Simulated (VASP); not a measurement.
Wanted: the native input for a VASP 6.6.1 run.

| Property | Result |
| --- | --- |
| Task | single point |
| Functional | LDA |
| Potentials or basis | VASP PAW LDA potentials, release 64 (Sn_d) |
| Cutoff | 520 eV |
| k mesh | 7 × 7 × 10 |
| Occupations | fermi-dirac, width 0.05 eV |
| Spin | no spin polarisation |
| Dipole correction | no |
| Further INCAR settings | ALGO = Normal; EDIFF = 1e-06; NBANDS = 28 |

The structure of Sn lies in POSCAR:

```
Sn
1.0
    5.0756522606      0.0000000000      0.0000000000
   -2.5378261303      4.3956437985      0.0000000000
    0.0000000000      0.0000000000      3.0709696631
Sn
3
Direct
    0.0000000000      0.0000000000      0.0000000000
    0.3333333333      0.6666666667      0.5000000000
    0.6666666667      0.3333333333      0.5000000000
```

This isn't the form of Sn at room conditions, which is tetragonal (white tin).

The input as run:

INCAR

```
ALGO     = Normal         # electronic algorithm
EDIFF    = 1E-6           # SCF threshold, eV
ENCUT    = 520            # plane-wave cutoff, eV
ISIF     = 2              # what is computed and relaxed
ISMEAR   = -1             # smearing method
LASPH    = T              # aspherical terms in the spheres
LCHARG   = F              # write CHGCAR
LREAL    = F              # projectors in reciprocal space
LWAVE    = F              # write WAVECAR
NBANDS   = 28             # bands
NELM     = 80             # most SCF steps
PREC     = Accurate       # precision mode
SIGMA    = 0.05           # smearing width, eV
```

KPOINTS

```
k-points
0
Gamma
  7 7 10
```

Potentials or basis: VASP PAW LDA potentials, release 64 (Sn_d).

Run with:

```sh
$ cat potpaw_LDA.64/Sn_d/POTCAR > POTCAR
$ mpirun -np 1 vasp_std > vasp.out
```

Results of the run:

* Pressure: 9.1 GPa
* Band gap on the k mesh: zero (bands 21 and 22 overlap by 5.21 eV)

Caveat: the cell stands under pressure; spin-orbit coupling is left out, which moves the levels of the heavy elements.

It took 26 s on 1 thread of Intel(R) Xeon(R) 6975P-C (Granite Rapids), on a shared host, peak memory 0.19 GiB.
